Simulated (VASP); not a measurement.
Runs of VASP 6.6.1 on ZrC. The structure is that of space group Fm-3m (No. 225), or close to it. The cells are those of the table. 

| cell | gap on the mesh (eV) | pressure (GPa) |
| --- | --- | --- |
| a = 3.274, b = 3.274, c = 3.224 Å, angles 60.5, 60.5, 59.0°, 2 atoms | none | (b) |
| a = 3.423 Å, angles 60.0°, 2 atoms | none | (c) |
| a = 3.299, b = 3.299, c = 3.324 Å, angles 59.8, 59.8, 60.5°, 2 atoms | none | 5.1 |
| a = 3.299, b = 3.299, c = 3.274 Å, angles 60.3, 60.3, 59.5°, 2 atoms | none | 8.9 |
| a = 3.300, b = 3.300, c = 3.224 Å, angles 60.8, 60.8, 58.5°, 2 atoms | none | 13.9 |
| a = 3.274, b = 3.274, c = 3.324 Å, angles 59.5, 59.5, 61.0°, 2 atoms | none | 9.2 |
| a = 3.374 Å, angles 60.0°, 2 atoms | none | (a) |
| a = 3.325, b = 3.325, c = 3.224 Å, angles 61.0, 61.0, 58.0°, 2 atoms | none | 10.7 |
| a = 3.249, b = 3.249, c = 3.224 Å, angles 60.3, 60.3, 59.5°, 2 atoms | none | 21.7 |
| a = 3.274 Å, angles 60.0°, 2 atoms | none | 12.8 |
| a = 3.249, b = 3.249, c = 3.274 Å, angles 59.7, 59.7, 60.5°, 2 atoms | none | 17.2 |
| a = 3.224 Å, angles 60.0°, 2 atoms | none | 26.4 |

Alike in all rows: task single point; level PBE; potentials or basis VASP PAW PBE potentials, release 64 (Zr_sv, C); no spin polarisation; k mesh 18 × 18 × 18; cutoff (eV) 520; smearing gaussian 0.15 eV.

**Question.** Fill in the values left out.

**Answer.** (a) -7.9; (b) 17.5; (c) -15.4.

Caveats: the cell stands under pressure (at least some runs); the cell stands under tension (at least some runs).

A k mesh can miss the band edges, and the runs leave out spin-orbit coupling on Zr.

A gap of «none» marks levels without a gap at the run's occupations.
